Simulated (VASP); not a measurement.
# Sb (Pmma) in VASP: notebook

Runs on Sb. Level: PBE. Tasks: single point.

Program: VASP 6.6.1. These are calculated values, not measurements. Logs are shortened: lines on timing, memory, paths and dates and some standing lists are left out, and cuts for length are marked.

## (1) The cell of the first run

The structure is orthorhombic, space group Pmma (No. 51). Conventional cell: a = 12.881 Å, b = 4.378 Å, c = 4.559 Å, α = 90.00°, β = 90.00°, γ = 90.00°. Within 3.9 Å of Sb (site symmetry m) lie 6 Sb at 2.93 to 3.57 Å. Sb (site symmetry m) has 6 Sb at 2.88 to 3.56 Å within 3.8 Å.

## (2) Single point, PBE

Contents of INCAR:

```
PREC     = Accurate       # precision mode
ENCUT    = 520            # plane-wave cutoff, eV
EDIFF    = 1E-6           # SCF threshold, eV
ISMEAR   = 0              # smearing method
SIGMA    = 0.1            # smearing width, eV
LREAL    = False          # projectors in reciprocal space
LASPH    = True           # aspherical terms in the spheres
NELM     = 100            # most SCF steps
ALGO     = Normal         # electronic algorithm
ISIF     = 2              # what is computed and relaxed
LWAVE    = False          # write WAVECAR
LCHARG   = False          # write CHGCAR
GGA      = PE             # functional
NBANDS   = 30             # bands
```

Contents of KPOINTS:

```
regular mesh
0
Gamma
  4 8 8
```

Contents of POSCAR:

```
Sb
1.0
   12.8808130364      0.0000000000      0.0000000000
    0.0000000000      4.3783732063      0.0000000000
    0.0000000000      0.0000000000      4.5594088582
Sb
8
Direct
    0.8638286107      0.0000000000      0.0740343733
    0.1118510114      0.5000000000      0.4894854204
    0.3638286107      0.0000000000      0.9259656267
    0.6118510114      0.5000000000      0.5105145796
    0.8881489886      0.5000000000      0.5105145796
    0.1361713893      0.0000000000      0.9259656267
    0.3881489886      0.5000000000      0.4894854204
    0.6361713893      0.0000000000      0.0740343733
```

Potentials or basis: VASP PAW PBE potentials, release 64 (Sb).

The run is started by

```
$ cat potpaw_PBE.64/Sb/POTCAR > POTCAR
$ mpirun -np 1 vasp_std > vasp.out
```

OUTCAR:

```text
PREC = Accurate
   ENCUT = 520
   EDIFF = 1E-6
   ISMEAR = 0
   LREAL = False
   LASPH = True
   NELM = 100
   ISIF = 2
   GGA = PE

 ion  position               nearest neighbor table
   1  0.864  0.000  0.074-   8 2.93   5 2.98   5 2.98   5 3.39   5 3.39   6 3.57
   2  0.112  0.500  0.489-   5 2.88   6 2.98   6 2.98   6 3.39   6 3.39   7 3.56
   3  0.364  0.000  0.926-   6 2.93   7 2.98   7 2.98   7 3.39   7 3.39   8 3.57
   4  0.612  0.500  0.511-   7 2.88   8 2.98   8 2.98   8 3.39   8 3.39   5 3.56
   5  0.888  0.500  0.511-   2 2.88   1 2.98   1 2.98   1 3.39   1 3.39   4 3.56
   6  0.136  0.000  0.926-   3 2.93   2 2.98   2 2.98   2 3.39   2 3.39   1 3.57
   7  0.388  0.500  0.489-   4 2.88   3 2.98   3 2.98   3 3.39   3 3.39   2 3.56
   8  0.636  0.000  0.074-   1 2.93   4 2.98   4 2.98   4 3.39   4 3.39   3 3.57

  LATTYP: Found a simple orthorhombic cell.
 ALAT       =     4.3783732063
 B/A-ratio  =     1.0413476977
 C/A-ratio  =     2.9419175638

  Lattice vectors:

 A1 = (   0.0000000000,   4.3783732063,   0.0000000000)
 A2 = (   0.0000000000,   0.0000000000,   4.5594088582)
 A3 = (  12.8808130364,   0.0000000000,   0.0000000000)

Analysis of symmetry for initial positions (statically):
=====================================================================
 Subroutine PRICEL returns:
 Original cell was already a primitive cell.

 Routine SETGRP: Setting up the symmetry group for a
 simple orthorhombic supercell.

 Subroutine GETGRP returns: Found  8 space group operations
 (whereof  4 operations were pure point group operations)
 out of a pool of  8 trial point group operations.

The static configuration has the point symmetry C_2h.
 The point group associated with its full space group is D_2h.

Analysis of symmetry for dynamics (positions and initial velocities):
=====================================================================
 Subroutine PRICEL returns:
 Original cell was already a primitive cell.

 Routine SETGRP: Setting up the symmetry group for a
 simple orthorhombic supercell.

 Subroutine GETGRP returns: Found  8 space group operations
 (whereof  4 operations were pure point group operations)
 out of a pool of  8 trial point group operations.

The dynamic configuration has the point symmetry C_2h.
 The point group associated with its full space group is D_2h.

 Subroutine INISYM returns: Found  8 space group operations
 (whereof  4 operations are pure point group operations),
 and found     1 'primitive' translations

----------------------------------------------------------------------------------------

                                     Primitive cell

  volume of cell :     257.1370

[... 111 lines left out ...]
   NELECT =      40.0000    total number of electrons
   NUPDOWN=      -1.0000    fix difference up-down
   EMIN   =  10.00;   EMAX   =-10.00  energy-range for DOS
   EFERMI =   0.00;   METHOD = LEGACY
   ISMEAR =     0;   SIGMA  =   0.10  broadening in eV -4-tet -1-fermi 0-gaus
   EFERMI_NEDOS =   21; number of points for ismear=-14 and -15
   IALGO  =     38    algorithm
   IMIX   =      4    mixing-type and parameters
     AMIX     =   0.40;   BMIX     =  1.00
     AMIX_MAG =   1.60;   BMIX_MAG =  1.00
  volume/ion in A,a.u.               =      32.14       216.91
  Fermi-wavevector in a.u.,A,eV,Ry     =   0.880454  1.663817 10.547224  0.775199
  Thomas-Fermi vector in A             =   2.000816
   LORBIT       =      0    0 simple, 1 ext, 2 COOP (PROOUT), +10 PAW based schemes
   GGA     = PE    functional components
   LHFCALC =     F    Hartree Fock is set to
   AEXX    =    0.0000 exact exchange contribution
   IVDW    =     0    specifies the selected vdW correction
   LEPSILON=     F    determine dielectric tensor
   LRPA    =     F    only Hartree local field effects (RPA)
 non-spin polarized calculation
 Gauss-broadening in eV      SIGMA  =   0.10
  energy-cutoff  :      520.00
  volume of cell :      257.14
 maximum number of plane-waves:      6974
 NGX is ok and might be reduce to    96
   NGX = 47   NGY = 17   NGZ = 17

 number of electron      39.9999998 magnetization

 Free energy of the ion-electron system (eV)
  ---------------------------------------------------
  ext. energy  EPLUGINS =         0.00000000
  ---------------------------------------------------
  free energy    TOTEN  =       -32.94210879 eV

  energy without entropy =      -32.93341081  energy(sigma->0) =      -32.93775980

 E-fermi :   6.5165     XC(G=0):  -9.2525

 val. band max:        6.5100093058   @ k =   0.2500   0.5000   0.0000
 cond. band min:       6.5262515595   @ k =   0.0000   0.3750   0.1250
 fundamental gap:      0.0162422537
 Fermi energy:         6.5165156486

 k-point     1 :       0.0000    0.0000    0.0000
  band No.  band energies     occupation
      1      -5.7724      2.00000
      2      -5.0359      2.00000
      3      -4.9601      2.00000
      4      -3.6098      2.00000
      5      -1.5640      2.00000
      6      -0.2380      2.00000
[... 781 lines left out ...]
     29      10.1355      0.00000
     30      10.1355      0.00000

 [... further k-points ...]

------------------------ aborting loop because EDIFF is reached ----------------------------------------

  FORCE on cell =-STRESS in cart. coord.  units (eV):
  Direction    XX          YY          ZZ          XY          YZ          ZX
  --------------------------------------------------------------------------------------
  -------------------------------------------------------------------------------------
  Total        0.0857494      0.0939778      0.0443967      0.0000000      0.0000000     -0.0000000
  in kB        0.5342899      0.5855597      0.2766285      0.0000000      0.0000000     -0.0000000
  external PRESSURE =       0.4654927 kB  Pullay stress =       0.0000000 kB

 VOLUME and BASIS-vectors are now :
 -----------------------------------------------------------------------------
  energy-cutoff  :      520.00
  volume of cell :      257.14
      direct lattice vectors                 reciprocal lattice vectors
    12.880813036  0.000000000  0.000000000     0.077634851  0.000000000  0.000000000
     0.000000000  4.378373206  0.000000000     0.000000000  0.228395332  0.000000000
     0.000000000  0.000000000  4.559408858     0.000000000  0.000000000  0.219326678

 POSITION                                       TOTAL-FORCE (eV/Angst)
 -----------------------------------------------------------------------------------
     11.12681      0.00000      0.33755         0.022123      0.000000     -0.028865
      1.44073      2.18919      2.23176         0.016600     -0.000000     -0.032198
      4.68641      0.00000      4.22186         0.022123      0.000000      0.028865
      7.88114      2.18919      2.32764         0.016600     -0.000000      0.032198
     11.44008      2.18919      2.32764        -0.016600      0.000000      0.032198
      1.75400      0.00000      4.22186        -0.022123      0.000000      0.028865
      4.99967      2.18919      2.23176        -0.016600      0.000000     -0.032198
      8.19440      0.00000      0.33755        -0.022123      0.000000     -0.028865
 -----------------------------------------------------------------------------------
    total drift:                                0.000000     -0.000000      0.000000

  FREE ENERGIE OF THE ION-ELECTRON SYSTEM (eV)
  ---------------------------------------------------
  free  energy   TOTEN  =       -32.9421087895 eV

  energy  without entropy=      -32.9334108127  energy(sigma->0) =      -32.93775980
```

stdout:

```text
POSCAR found type information on POSCAR Sb
 POSCAR found :  1 types and       8 ions
 scaLAPACK will be used
 LDA part: xc-table for (Slater+PW92), standard interpolation
 POSCAR, INCAR and KPOINTS ok, starting setup
 FFT: planning ... GRIDC
 FFT: planning ... GRID_SOFT
 FFT: planning ... GRID
 WAVECAR not read
 entering main loop
```

It took 6.8 min on 1 thread of Oxide Virtual Turin-like, shared host; peak memory 0.56 GiB.

What came out:

```
Free energy            : -32.9421 eV
Pressure               : 0.0 GPa
Largest force          : 0.036 eV/Å
Band gap on the k mesh : zero (bands 20 and 21 overlap by 0.15 eV)
```

Forces on the atoms (eV/Å):
```
Sb   0.022  0.000 -0.029
Sb   0.017  0.000 -0.032
Sb   0.022  0.000  0.029
Sb   0.017  0.000  0.032
Sb  -0.017  0.000  0.032
Sb  -0.022  0.000  0.029
Sb  -0.017  0.000 -0.032
Sb  -0.022  0.000 -0.029
```

Caveat: spin-orbit coupling is left out, which moves the levels of the heavy elements.

## (3) Single point, PBE

Edit INCAR of step 2 so:

```diff
@@ -2,4 +2,4 @@
 ENCUT    = 520            # plane-wave cutoff, eV
-EDIFF    = 1E-6           # SCF threshold, eV
-ISMEAR   = 0              # smearing method
+EDIFF    = 1E-7           # SCF threshold, eV
+ISMEAR   = -4             # smearing method
 SIGMA    = 0.1            # smearing width, eV
```

KPOINTS is that of step 2.

POSCAR is that of step 2.

Potentials or basis: VASP PAW PBE potentials, release 64 (Sb).

The run is started by

```
$ cat potpaw_PBE.64/Sb/POTCAR > POTCAR
$ mpirun -np 1 vasp_std > vasp.out
```

Run time: 13 min. Hardware: 1 thread of Oxide Virtual Turin-like, shared host; peak memory 0.56 GiB.

The run converged. Its results:

```yaml
Free_energy: -32.9325 eV
Pressure: 0.1 GPa
Largest_force: 0.031 eV/Å
Band_gap_on_the_k_mesh: zero (bands 20 and 21 overlap by 0.15 eV)
```

Forces on the atoms (eV/Å):
```
Sb   0.031  0.000 -0.003
Sb   0.007  0.000 -0.007
Sb   0.031  0.000  0.003
Sb   0.007  0.000  0.007
Sb  -0.007  0.000  0.007
Sb  -0.031  0.000  0.003
Sb  -0.007  0.000 -0.007
Sb  -0.031  0.000 -0.003
```

Stress tensor (GPa, compression positive):
```
 0.07  0.00  0.00
 0.00  0.29  0.00
 0.00  0.00 -0.11
```

Levels at points of the mesh, in eV from the Fermi level:
| k point | band 16 | band 17 | band 18 | band 19 | band 20 | band 21 | band 22 | band 23 | band 24 | band 25 |
| --- | --- | --- | --- | --- | --- | --- | --- | --- | --- | --- |
| (0.00, 0.00, 0.00) | -2.38 | -2.15 | -1.74 | -1.67 | -1.66 | 1.65 | 1.72 | 2.00 | 2.12 | 2.51 |
| (0.50, 0.00, 0.00) | -2.14 | -2.01 | -2.01 | -0.91 | -0.91 | 1.02 | 1.02 | 1.78 | 1.78 | 2.62 |
| (0.00, 0.50, 0.00) | -1.22 | -1.12 | -1.09 | -0.50 | -0.24 | -0.10 | -0.06 | -0.06 | -0.01 | 0.24 |
| (0.50, 0.50, 0.00) | -1.64 | -0.88 | -0.88 | -0.73 | -0.73 | 0.08 | 0.08 | 0.27 | 0.27 | 0.83 |
| (0.00, 0.00, 0.50) | -0.77 | -0.74 | -0.68 | -0.47 | -0.40 | -0.08 | 0.28 | 0.33 | 0.37 | 0.39 |
| (0.50, 0.00, 0.50) | -1.11 | -0.65 | -0.65 | -0.36 | -0.36 | 0.22 | 0.22 | 0.59 | 0.59 | 0.86 |
| (0.00, 0.50, 0.50) | -3.44 | -3.43 | -3.29 | -1.15 | -1.06 | 0.77 | 0.86 | 1.74 | 1.94 | 3.40 |
| (0.50, 0.50, 0.50) | -3.85 | -2.51 | -2.51 | -2.34 | -2.34 | 1.87 | 1.87 | 2.46 | 2.46 | 2.78 |

Caveat: spin-orbit coupling is left out, which moves the levels of the heavy elements.
